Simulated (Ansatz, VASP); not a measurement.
# Two plane-wave programs on WC

Contents of INCAR:

```
ALGO = Normal ; EDIFF = 1E-8
ENCUT = 520 ; GGA = PE
ISIF = 2 ; ISMEAR = -1
LASPH = T ; LCHARG = F
LEFG = T ; LREAL = F
LWAVE = F ; NBANDS = 26
NELM = 100 ; PREC = Accurate
SIGMA = 0.05
```

The input KPOINTS:

```
k-points
0
Gamma
  12 12 7
```

POSCAR

```
WC
1.0
    3.1256113096      0.0000000000      0.0000000000
   -1.5628056548      2.7068587965      0.0000000000
    0.0000000000      0.0000000000      5.9935197938
W C
2 2
Direct
    0.3333333333      0.6666666667      0.0223637183
    0.6666666667      0.3333333333      0.5223637183
    0.3333333333      0.6666666667      0.3536362817
    0.6666666667      0.3333333333      0.8536362817
```

Input for Ansatz:

```yaml
crystal:
  lattice:
    - [3.1256113096, 0.0, 0.0]
    - [-1.5628056548, 2.7068587965, 0.0]
    - [0.0, 0.0, 5.9935197938]
  atoms:
    - { symbol: W, position: [0.3333333333, 0.6666666667, 0.0223637183] }
    - { symbol: W, position: [0.6666666667, 0.3333333333, 0.5223637183] }
    - { symbol: C, position: [0.3333333333, 0.6666666667, 0.3536362817] }
    - { symbol: C, position: [0.6666666667, 0.3333333333, 0.8536362817] }
kpoints:
  mp_grid: { grid: [12, 12, 7] }
  band_path:
    path:
      - [0.0, 0.0, 0.0]
      - [0.5, 0.0, 0.0]
      - [0.3333333333, 0.3333333333, 0.0]
      - [0.0, 0.0, 0.0]
      - [0.0, 0.0, 0.5]
      - [0.5, 0.0, 0.5]
      - [0.3333333333, 0.3333333333, 0.5]
      - [0.0, 0.0, 0.5]
      - [0.5, 0.0, 0.5]
    npoints: 8
scf:
  occupations: { method: fermi_dirac, width: 0.05 }
hamiltonian:
  xc: pbe
  pseudopotentials: { kind: paw }
output:
  forces: true
  stress: true
  eigenvalues: true
  efg: { contact_densities: true }
  populations: true
  bader: true
  dos: { projected: true, de: 0.2, e_range: [-14, 8] }
```

Alike in both runs: task electric field gradients; functional PBE; k mesh 12 × 12 × 7; occupations fermi-dirac, width 0.05 eV; no spin polarisation.

```csv
,VASP,Ansatz
version,VASP 6.6.1,Ansatz 0.2.0
potentials or method,"VASP PAW PBE potentials, release 64 (W_sv, C)","PAW with Ansatz's default frozen-core files, scalar-relativistic"
plane-wave cutoff (eV),520,420
valence electrons in the cell,36,36
```

VASP gave:

```
pressure (GPa)                                                : 0.7
traceless stress, the component that is largest in VASP (GPa) : 0.24
size of Vzz on the site where it differs most (V/Å²)          : 55.5
```

**Question.** Estimate Ansatz's values.

**Answer.** Pressure (GPa): 0.0; traceless stress, the component that is largest in VASP (GPa): 0.00; size of Vzz on the site where it differs most (V/Å²): 75.3.

Neither program's run includes spin-orbit coupling.
